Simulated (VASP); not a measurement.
# CO2 (P4_12_12) in VASP: electric field gradients with PBE

Aim: the electric field gradients of CO2 with PBE.

All numbers are computed with VASP 6.6.1; they aren't measurements. Logs are shortened: lines on timing, memory, paths and dates and some standing lists are left out, and cuts for length are marked.

**1. The cell of the first run**

Symmetry: P4_12_12, No. 92, tetragonal system. The conventional cell has a = 4.335 Å, b = 4.335 Å, c = 6.102 Å, α = 90.00°, β = 90.00°, γ = 90.00°. Within 2.0 Å of C (site symmetry 2) lie 2 O at 1.48 Å. O (site symmetry 1) has 1 C at 1.48 Å within 2.0 Å.

**2. Electric field gradients, PBE**

The input, INCAR:

```
PREC = Accurate
ENCUT = 520
EDIFF = 1E-8
ISMEAR = -1
SIGMA = 0.02
LREAL = False
LASPH = True
NELM = 100
ALGO = Normal
ISIF = 2
LWAVE = False
LCHARG = False
GGA = PE
LEFG = True
NBANDS = 44
```

The input, KPOINTS:

```
Automatic mesh
0
Gamma
  5 5 4
```

The input, POSCAR:

```
CO2
1.0
    4.3350000000      0.0000000000      0.0000000000
    0.0000000000      4.3350000000      0.0000000000
    0.0000000000      0.0000000000      6.1020000000
C O
4 8
Direct
    0.4600000000      0.4600000000      0.0000000000
    0.0400000000      0.9600000000      0.2500000000
    0.5400000000      0.5400000000      0.5000000000
    0.9600000000      0.0400000000      0.7500000000
    0.2620000000      0.2180000000      0.2600000000
    0.2820000000      0.7620000000      0.5100000000
    0.7380000000      0.7820000000      0.7600000000
    0.7180000000      0.2380000000      0.0100000000
    0.7620000000      0.2820000000      0.4900000000
    0.7820000000      0.7380000000      0.2400000000
    0.2380000000      0.7180000000      0.9900000000
    0.2180000000      0.2620000000      0.7400000000
```

Potentials or basis: VASP PAW PBE potentials, release 64 (C, O).

Started as:

```console
cat potpaw_PBE.64/C/POTCAR potpaw_PBE.64/O/POTCAR > POTCAR
mpirun -np 1 vasp_std > vasp.out
```

OUTCAR:

```text
PREC = Accurate
   ENCUT = 520
   EDIFF = 1E-8
   ISMEAR = -1
   LREAL = False
   LASPH = True
   NELM = 100
   ISIF = 2
   GGA = PE

 ion  position               nearest neighbor table
   1  0.460  0.460  0.000-   8 1.48  11 1.48
   2  0.040  0.960  0.250-   5 1.48  10 1.48
   3  0.540  0.540  0.500-   6 1.48   9 1.48
   4  0.960  0.040  0.750-   7 1.48  12 1.48
   5  0.262  0.218  0.260-   2 1.48
   6  0.282  0.762  0.510-   3 1.48
   7  0.738  0.782  0.760-   4 1.48
   8  0.718  0.238  0.010-   1 1.48
   9  0.762  0.282  0.490-   3 1.48
  10  0.782  0.738  0.240-   2 1.48
  11  0.238  0.718  0.990-   1 1.48
  12  0.218  0.262  0.740-   4 1.48

  LATTYP: Found a simple tetragonal cell.
 ALAT       =     4.3350000000
 C/A-ratio  =     1.4076124567

  Lattice vectors:

 A1 = (   4.3350000000,   0.0000000000,   0.0000000000)
 A2 = (   0.0000000000,   4.3350000000,   0.0000000000)
 A3 = (   0.0000000000,   0.0000000000,   6.1020000000)

Analysis of symmetry for initial positions (statically):
=====================================================================
 Subroutine PRICEL returns:
 Original cell was already a primitive cell.

 Routine SETGRP: Setting up the symmetry group for a
 simple tetragonal supercell.

 Subroutine GETGRP returns: Found  8 space group operations
 (whereof  2 operations were pure point group operations)
 out of a pool of 16 trial point group operations.

The static configuration has the point symmetry C_2 .
 The point group associated with its full space group is D_4 .

Analysis of symmetry for dynamics (positions and initial velocities):
=====================================================================
 Subroutine PRICEL returns:
 Original cell was already a primitive cell.

 Routine SETGRP: Setting up the symmetry group for a
 simple tetragonal supercell.

 Subroutine GETGRP returns: Found  8 space group operations
 (whereof  2 operations were pure point group operations)
 out of a pool of 16 trial point group operations.

The dynamic configuration has the point symmetry C_2 .
 The point group associated with its full space group is D_4 .

 Subroutine INISYM returns: Found  8 space group operations
 (whereof  2 operations are pure point group operations),
 and found     1 'primitive' translations

----------------------------------------------------------------------------------------

                                     Primitive cell

  volume of cell :     114.6702

  direct lattice vectors                    reciprocal lattice vectors
     4.335000000  0.000000000  0.000000000     0.230680507  0.000000000  0.000000000
     0.000000000  4.335000000  0.000000000     0.000000000  0.230680507  0.000000000
     0.000000000  0.000000000  6.102000000     0.000000000  0.000000000  0.163880695

  length of vectors
     4.335000000  4.335000000  6.102000000     0.230680507  0.230680507  0.163880695

  position of ions in fractional coordinates (direct lattice)
     0.460000000  0.460000000  0.000000000
     0.040000000  0.960000000  0.250000000
     0.540000000  0.540000000  0.500000000
     0.960000000  0.040000000  0.750000000
     0.262000000  0.218000000  0.260000000
     0.282000000  0.762000000  0.510000000
     0.738000000  0.782000000  0.760000000
     0.718000000  0.238000000  0.010000000
     0.762000000  0.282000000  0.490000000
     0.782000000  0.738000000  0.240000000
     0.238000000  0.718000000  0.990000000
     0.218000000  0.262000000  0.740000000

  ion indices of the primitive-cell ions
   primitive index   ion index
                 1           1
                 2           2
                 3           3
                 4           4
                 5           5
                 6           6
                 7           7
                 8           8
                 9           9
                10          10
                11          11
                12          12

----------------------------------------------------------------------------------------

 KPOINTS: Automatic mesh

Automatic generation of k-mesh.
 Grid dimensions read from file:
 generate k-points for:    5    5    4

 Generating k-lattice:

[... 44 lines left out ...]
 SYSTEM =  unknown system
   PREC   = accura    normal or accurate (medium, high low for compatibility)
   ISTART =      0    job   : 0-new  1-cont  2-samecut
   ICHARG =      2    charge: 1-file 2-atom 10-const
   ISPIN  =      1    spin polarized calculation?
   LNONCOLLINEAR =      F non collinear calculations
   LSORBIT =      F    spin-orbit coupling
   LASPH  =      T    aspherical Exc in radial PAW
   ENCUT  =  520.0 eV  38.22 Ry    6.18 a.u.   8.06  8.06 11.35*2*pi/ulx,y,z
   NELM   =    100;   NELMIN=  2; NELMDL= -5     # of ELM steps
   EDIFF  = 0.1E-07   stopping-criterion for ELM
   LREAL  =      F    real-space projection
   EDIFFG = 0.1E-06   stopping-criterion for IOM
   NSW    =      0    number of steps for IOM
   IBRION =     -1    ionic relax: 0-MD 1-quasi-New 2-CG
   NFREE  =      0    steps in history (QN), initial steepest desc. (CG)
   ISIF   =      2    stress and relaxation
   ISYM   =      2    0-nonsym 1-usesym 2-fastsym
   POTIM  = 0.5000    time-step for ionic-motion
   TEBEG  =    0.0;   TEEND  =   0.0 temperature during run
   PSTRESS=    0.0 pullay stress
   NELECT =      64.0000    total number of electrons
   NUPDOWN=      -1.0000    fix difference up-down
   EMIN   =  10.00;   EMAX   =-10.00  energy-range for DOS
   EFERMI =   0.00;   METHOD = LEGACY
   ISMEAR =    -1;   SIGMA  =   0.02  broadening in eV -4-tet -1-fermi 0-gaus
   EFERMI_NEDOS =   21; number of points for ismear=-14 and -15
   IALGO  =     38    algorithm
   IMIX   =      4    mixing-type and parameters
     AMIX     =   0.40;   BMIX     =  1.00
     AMIX_MAG =   1.60;   BMIX_MAG =  1.00
  volume/ion in A,a.u.               =       9.56        64.49
  Fermi-wavevector in a.u.,A,eV,Ry     =   1.347880  2.547125 24.718813  1.816782
  Thomas-Fermi vector in A             =   2.475595
   LORBIT       =      0    0 simple, 1 ext, 2 COOP (PROOUT), +10 PAW based schemes
   GGA     = PE    functional components
   LHFCALC =     F    Hartree Fock is set to
   AEXX    =    0.0000 exact exchange contribution
   IVDW    =     0    specifies the selected vdW correction
   LEPSILON=     F    determine dielectric tensor
   LRPA    =     F    only Hartree local field effects (RPA)
 non-spin polarized calculation
  energy-cutoff  :      520.00
  volume of cell :      114.67
 maximum number of plane-waves:      3106
   NGX = 17   NGY = 17   NGZ = 23

 number of electron      63.9999992 magnetization

 Free energy of the ion-electron system (eV)
  ---------------------------------------------------
  ext. energy  EPLUGINS =         0.00000000
  ---------------------------------------------------
  free energy    TOTEN  =       -69.18422545 eV

  energy without entropy =      -69.18422545  energy(sigma->0) =      -69.18422545

 E-fermi :   1.7312     XC(G=0): -10.5821

 val. band max:        1.2950566167   @ k =   0.0000   0.0000   0.0000
 cond. band min:       2.2188987941   @ k =   0.4000   0.4000   0.0000
 fundamental gap:      0.9238421774
 Fermi energy:         1.7311991591

 k-point     1 :       0.0000    0.0000    0.0000
  band No.  band energies     occupation
      1     -19.2615      2.00000
      2     -17.7723      2.00000
      3     -17.7723      2.00000
      4     -17.0387      2.00000
      5     -17.0387      2.00000
      6     -16.8987      2.00000
[... 835 lines left out ...]
     43       6.7393      0.00000
     44       6.7393      0.00000

------------------------ aborting loop because EDIFF is reached ----------------------------------------

  FORCE on cell =-STRESS in cart. coord.  units (eV):
  Direction    XX          YY          ZZ          XY          YZ          ZX
  --------------------------------------------------------------------------------------
  -------------------------------------------------------------------------------------
  Total      -46.3363975    -46.3363975     12.6376201      0.0000000      0.0000000      0.0000000
  in kB     -647.4145282   -647.4145282    176.5734782      0.0000000      0.0000000      0.0000000
  external PRESSURE =    -372.7518594 kB  Pullay stress =       0.0000000 kB

 VOLUME and BASIS-vectors are now :
 -----------------------------------------------------------------------------
  energy-cutoff  :      520.00
  volume of cell :      114.67
      direct lattice vectors                 reciprocal lattice vectors
     4.335000000  0.000000000  0.000000000     0.230680507  0.000000000  0.000000000
     0.000000000  4.335000000  0.000000000     0.000000000  0.230680507  0.000000000
     0.000000000  0.000000000  6.102000000     0.000000000  0.000000000  0.163880695

 POSITION                                       TOTAL-FORCE (eV/Angst)
 -----------------------------------------------------------------------------------
      1.99410      1.99410      0.00000         0.030498      0.030498     -0.000000
      0.17340      4.16160      1.52550        -0.030498      0.030498     -0.000000
      2.34090      2.34090      3.05100        -0.030498     -0.030498     -0.000000
      4.16160      0.17340      4.57650         0.030498     -0.030498     -0.000000
      1.13577      0.94503      1.58652        -6.439536     -6.656112     -0.839698
      1.22247      3.30327      3.11202         6.656112     -6.439536     -0.839698
      3.19923      3.38997      4.63752         6.439536      6.656112     -0.839698
      3.11253      1.03173      0.06102        -6.656112      6.439536     -0.839698
      3.30327      1.22247      2.98998        -6.439536      6.656112      0.839698
      3.38997      3.19923      1.46448         6.656112      6.439536      0.839698
      1.03173      3.11253      6.04098         6.439536     -6.656112      0.839698
      0.94503      1.13577      4.51548        -6.656112     -6.439536      0.839698
 -----------------------------------------------------------------------------------
    total drift:                                0.000001     -0.000001     -0.000000

  FREE ENERGIE OF THE ION-ELECTRON SYSTEM (eV)
  ---------------------------------------------------
  free  energy   TOTEN  =       -69.1842254541 eV

  energy  without entropy=      -69.1842254541  energy(sigma->0) =      -69.18422545

 Electric field gradients (V/A^2)
---------------------------------------------------------------------
 ion       V_xx      V_yy      V_zz      V_xy      V_xz      V_yz
---------------------------------------------------------------------
   1      -9.130    -9.130    18.260    24.017     0.657    -0.657
   2      -9.130    -9.130    18.260   -24.017     0.657     0.657
   3      -9.130    -9.130    18.260    24.017    -0.657     0.657
   4      -9.130    -9.130    18.260   -24.017    -0.657    -0.657
   5       8.942    52.344   -61.285   176.394     4.101     2.237
   6      52.344     8.942   -61.285  -176.394    -2.237     4.101
   7       8.942    52.344   -61.285   176.394    -4.101    -2.237
   8      52.344     8.942   -61.285  -176.394     2.237    -4.101
   9       8.942    52.344   -61.285  -176.394    -4.101     2.237
  10      52.344     8.942   -61.285   176.394     2.237     4.101
  11       8.942    52.344   -61.285  -176.394     4.101    -2.237
  12      52.344     8.942   -61.285   176.394    -2.237    -4.101
---------------------------------------------------------------------

 Electric field gradients after diagonalization (V/A^2)
 (convention: |V_zz| > |V_xx| > |V_yy|)
----------------------------------------------------------------------
 ion       V_xx      V_yy      V_zz     asymmetry (V_yy - V_xx)/ V_zz
----------------------------------------------------------------------
   1      18.277    14.887   -33.164       0.102
   2      18.277    14.887   -33.164       0.102
   3      18.277    14.887   -33.164       0.102
   4      18.277    14.887   -33.164       0.102
   5    -147.110   -61.327   208.438       0.412
   6    -147.110   -61.327   208.438       0.412
   7    -147.110   -61.327   208.438       0.412
   8    -147.110   -61.327   208.438       0.412
   9    -147.110   -61.327   208.438       0.412
  10    -147.110   -61.327   208.438       0.412
  11    -147.110   -61.327   208.438       0.412
  12    -147.110   -61.327   208.438       0.412
----------------------------------------------------------------------

           NMR quadrupolar parameters

 Cq : quadrupolar parameter    Cq=e*Q*V_zz/h
 eta: asymmetry parameters     (V_yy - V_xx)/ V_zz
 Q  : nuclear electric quadrupole moment in mb (millibarn)
----------------------------------------------------------------------
 ion       Cq(MHz)       eta       Q (mb)
----------------------------------------------------------------------
   1      -0.080       0.102       1.000
   2      -0.080       0.102       1.000
   3      -0.080       0.102       1.000
   4      -0.080       0.102       1.000
   5       0.504       0.412       1.000
   6       0.504       0.412       1.000
   7       0.504       0.412       1.000
   8       0.504       0.412       1.000
   9       0.504       0.412       1.000
  10       0.504       0.412       1.000
  11       0.504       0.412       1.000
  12       0.504       0.412       1.000
----------------------------------------------------------------------
```

It took 58 s on 1 thread of Intel Xeon Platinum 8488C (Sapphire Rapids), shared host; peak memory 0.23 GiB.

What came out:

| Property | Result |
| --- | --- |
| Free energy | -69.1842 eV |
| Pressure | -37.3 GPa |
| Largest force | 9.299 eV/Å |
| Band gap on the k mesh | 0.92 eV, indirect (least direct gap 0.98 eV) |

Forces on the atoms (eV/Å):
```
C    0.030  0.030  0.000
C   -0.030  0.030  0.000
C   -0.030 -0.030  0.000
C    0.030 -0.030  0.000
O   -6.440 -6.656 -0.840
O    6.656 -6.440 -0.840
O    6.440  6.656 -0.840
O   -6.656  6.440 -0.840
O   -6.440  6.656  0.840
O    6.656  6.440  0.840
O    6.440 -6.656  0.840
O   -6.656 -6.440  0.840
```

Stress tensor (GPa, compression positive):
```
-64.74   0.00   0.00
  0.00 -64.74   0.00
  0.00   0.00  17.66
```

Electric field gradients, principal values (V/Å²):
```csv
atom,least,middle,greatest (by size)
1 C,14.887,18.277,-33.164
2 C,14.887,18.277,-33.164
3 C,14.887,18.277,-33.164
4 C,14.887,18.277,-33.164
5 O,-61.327,-147.110,208.438
6 O,-61.327,-147.110,208.438
7 O,-61.327,-147.110,208.438
8 O,-61.327,-147.110,208.438
9 O,-61.327,-147.110,208.438
10 O,-61.327,-147.110,208.438
11 O,-61.327,-147.110,208.438
12 O,-61.327,-147.110,208.438
```

Caveat: without QUAD_EFG the Cq values of the log hold for a quadrupole moment of 1 mb, not for the nuclei; forces of over 1 eV/Å act on the atoms, so gaps and moduli don't describe the material at rest. A k mesh can miss the band edges.
